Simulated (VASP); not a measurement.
# Mg (P6_3/mmc) in VASP: notebook, part 2 of 2

VASP 6.6.1.

### Step 6. Single point, LDA (volume scaled by 0.78)

The input, INCAR:

```
SYSTEM = Mg
PREC = Accurate
ENCUT = 520
EDIFF = 1E-7
ISMEAR = -1
SIGMA = 0.05
LREAL = .False.
LASPH = .True.
NELM = 80
ALGO = Normal
ISIF = 2
LWAVE = .False.
LCHARG = .False.
NBANDS = 9
```

The input, KPOINTS:

```
regular mesh
0
Gamma
  15 15 9
  0 0 0
```

The input, POSCAR:

```
Mg
1.0
    2.8946179660      0.0000000000      0.0000000000
   -1.4473089830      2.5068126928      0.0000000000
    0.0000000000      0.0000000000      4.6446149174
Mg
2
Direct
    0.3333333333      0.6666666667      0.2500000000
    0.6666666667      0.3333333333      0.7500000000
```

Potentials or basis: VASP PAW LDA potentials, release 64 (Mg).

Started as:

```bash
$ cat potpaw_LDA.64/Mg/POTCAR > POTCAR
$ mpirun -np 1 vasp_std > vasp.out
```

OUTCAR:

```text
SYSTEM = Mg
   PREC = Accurate
   ENCUT = 520
   EDIFF = 1E-7
   ISMEAR = -1
   LREAL = .False.
   LASPH = .True.
   NELM = 80
   ISIF = 2

 ion  position               nearest neighbor table
   1  0.333  0.667  0.250-   2 2.86   2 2.86   2 2.86   2 2.86   2 2.86   2 2.86
   2  0.667  0.333  0.750-   1 2.86   1 2.86   1 2.86   1 2.86   1 2.86   1 2.86

  LATTYP: Found a hexagonal cell.
 ALAT       =     2.8946179660
 C/A-ratio  =     1.6045692288

  Lattice vectors:

 A1 = (   2.8946179660,   0.0000000000,   0.0000000000)
 A2 = (  -1.4473089830,   2.5068126928,   0.0000000000)
 A3 = (   0.0000000000,   0.0000000000,   4.6446149174)

Analysis of symmetry for initial positions (statically):
=====================================================================
 Subroutine PRICEL returns:
 Original cell was already a primitive cell.

 Routine SETGRP: Setting up the symmetry group for a
 hexagonal supercell.

 Subroutine GETGRP returns: Found 24 space group operations
 (whereof 12 operations were pure point group operations)
 out of a pool of 24 trial point group operations.

The static configuration has the point symmetry D_3d.
 The point group associated with its full space group is D_6h.

Analysis of symmetry for dynamics (positions and initial velocities):
=====================================================================
 Subroutine PRICEL returns:
 Original cell was already a primitive cell.

 Routine SETGRP: Setting up the symmetry group for a
 hexagonal supercell.

 Subroutine GETGRP returns: Found 24 space group operations
 (whereof 12 operations were pure point group operations)
 out of a pool of 24 trial point group operations.

The dynamic configuration has the point symmetry D_3d.
 The point group associated with its full space group is D_6h.

 Subroutine INISYM returns: Found 24 space group operations
 (whereof 12 operations are pure point group operations),
[... 119 lines left out ...]
  Thomas-Fermi vector in A             =   1.912600
   LORBIT       =      0    0 simple, 1 ext, 2 COOP (PROOUT), +10 PAW based schemes
   GGA     = CA    functional components
   LHFCALC =     F    Hartree Fock is set to
   AEXX    =    0.0000 exact exchange contribution
   IVDW    =     0    specifies the selected vdW correction
   LEPSILON=     F    determine dielectric tensor
   LRPA    =     F    only Hartree local field effects (RPA)
 non-spin polarized calculation
  energy-cutoff  :      520.00
  volume of cell :       33.70
 maximum number of plane-waves:       941
 NGX is ok and might be reduce to    24
   NGX = 11   NGY = 11   NGZ = 17

 number of electron       4.0000000 magnetization

 Free energy of the ion-electron system (eV)
  ---------------------------------------------------
  ext. energy  EPLUGINS =         0.00000000
  ---------------------------------------------------
  free energy    TOTEN  =        -3.25236905 eV

  energy without entropy =       -3.24782206  energy(sigma->0) =       -3.25009555

 E-fermi :   4.2842     XC(G=0):  -9.7346

 val. band max:        4.2606740855   @ k =   0.0000   0.0000   0.1111
 cond. band min:       4.3004542499   @ k =   0.1333   0.1333   0.0000
 fundamental gap:      0.0397801644
 Fermi energy:         4.2842329032

 k-point     1 :       0.0000    0.0000    0.0000
  band No.  band energies     occupation
      1      -4.0578      2.00000
      2       2.2054      2.00000
      3       3.1518      2.00000
      4      16.9191      0.00000
      5      16.9191      0.00000
      6      17.6424      0.00000
      7      17.6424      0.00000
      8      18.0784      0.00000
      9      20.6398      0.00000
[... 265 lines left out ...]
 k-point    24 :       0.4000    0.2000    0.0000
  band No.  band energies     occupation
      1       2.2180      2.00000
      2       2.4855      2.00000
      3       6.3677      0.00000
      4       8.1022      0.00000
      5       8.1476      0.00000
      6       9.1293      0.00000
      7      11.6220      0.00000
      8      12.4269      0.00000
      9      14.9611      0.00000

 [... further k-points ...]

------------------------ aborting loop because EDIFF is reached ----------------------------------------

  FORCE on cell =-STRESS in cart. coord.  units (eV):
  Direction    XX          YY          ZZ          XY          YZ          ZX
  --------------------------------------------------------------------------------------
  -------------------------------------------------------------------------------------
  Total        3.3548320      3.3548320      3.3470408      0.0000000      0.0000000     -0.0000000
  in kB      159.4845091    159.4845091    159.1141255      0.0000000      0.0000000     -0.0000000
  external PRESSURE =     159.3610479 kB  Pullay stress =       0.0000000 kB

 VOLUME and BASIS-vectors are now :
 -----------------------------------------------------------------------------
  energy-cutoff  :      520.00
  volume of cell :       33.70
      direct lattice vectors                 reciprocal lattice vectors
     2.894617966  0.000000000  0.000000000     0.345468733  0.199456466  0.000000000
    -1.447308983  2.506812693  0.000000000     0.000000000  0.398912931  0.000000000
     0.000000000  0.000000000  4.644614917     0.000000000  0.000000000  0.215303102

 POSITION                                       TOTAL-FORCE (eV/Angst)
 -----------------------------------------------------------------------------------
     -0.00000      1.67121      1.16115         0.000000     -0.000000      0.000000
      1.44731      0.83560      3.48346        -0.000000      0.000000      0.000000
 -----------------------------------------------------------------------------------
    total drift:                                0.000000     -0.000000      0.000000

  FREE ENERGIE OF THE ION-ELECTRON SYSTEM (eV)
  ---------------------------------------------------
  free  energy   TOTEN  =        -3.2523690521 eV

  energy  without entropy=       -3.2478220568  energy(sigma->0) =       -3.25009555
```

OSZICAR:

```text
N       E                     dE             d eps       ncg     rms          rms(c)
DAV:   1    -0.382023360736E-02   -0.38202E-02   -0.14055E+03  2438   0.328E+02
DAV:   2    -0.324594635293E+01   -0.32421E+01   -0.31224E+01  3342   0.322E+01
DAV:   3    -0.328633646132E+01   -0.40390E-01   -0.40283E-01  3063   0.293E+00
DAV:   4    -0.328644590298E+01   -0.10944E-03   -0.10944E-03  3112   0.144E-01
DAV:   5    -0.328644622647E+01   -0.32349E-06   -0.32372E-06  3002   0.768E-03    0.942E-01
DAV:   6    -0.326617101468E+01    0.20275E-01   -0.16654E-04  2900   0.777E-02    0.598E-01
DAV:   7    -0.325243693228E+01    0.13734E-01   -0.53138E-04  2598   0.136E-01    0.262E-02
DAV:   8    -0.325237165680E+01    0.65275E-04   -0.23580E-05  3094   0.267E-02    0.621E-03
DAV:   9    -0.325236922183E+01    0.24350E-05   -0.16589E-06  2777   0.733E-03    0.681E-04
DAV:  10    -0.325236905197E+01    0.16986E-06   -0.27434E-08  2127   0.976E-04    0.104E-04
DAV:  11    -0.325236905206E+01   -0.91006E-10   -0.56597E-10  1391   0.155E-04
   1 F= -.32523691E+01 E0= -.32500956E+01  d E =-.454700E-02
```

Wall time 17 s (1 thread of Intel Xeon 6975P-C (Granite Rapids), shared host); peak memory 0.16 GiB.

Results:

```yaml
Free_energy: -3.2524 eV
Pressure: 15.9 GPa
Band_gap_on_the_k_mesh: zero (band 2 reaches 5.25 eV, above the bottom of band 3 at 3.15 eV)
```

Levels at points of the mesh, in eV from the Fermi level:
| k point | band 1 | band 2 | band 3 | band 4 | band 5 |
| --- | --- | --- | --- | --- | --- |
| (0.00, 0.00, 0.00) | -8.34 | -2.08 | -1.13 | 12.63 | 12.63 |

### Step 7. The runs side by side

| cell | gap on the mesh (eV) | pressure (GPa) |
| --- | --- | --- |
| a = 2.621, b = 2.621, c = 4.212 Å, angles 90.0, 90.0, 120.0°, 2 atoms | none | 63.7 |
| a = 2.765, b = 2.765, c = 4.437 Å, angles 90.0, 90.0, 120.0°, 2 atoms | none | 32.8 |
| a = 2.895, b = 2.895, c = 4.645 Å, angles 90.0, 90.0, 120.0°, 2 atoms | none | 15.9 |

Alike in all rows: task single point; level LDA; potentials or basis VASP PAW LDA potentials, release 64 (Mg); no spin polarisation; k mesh 15 × 15 × 9; cutoff (eV) 520; smearing fermi-dirac 0.05 eV.

Absolute energies hang on the potentials; compare differences alone.
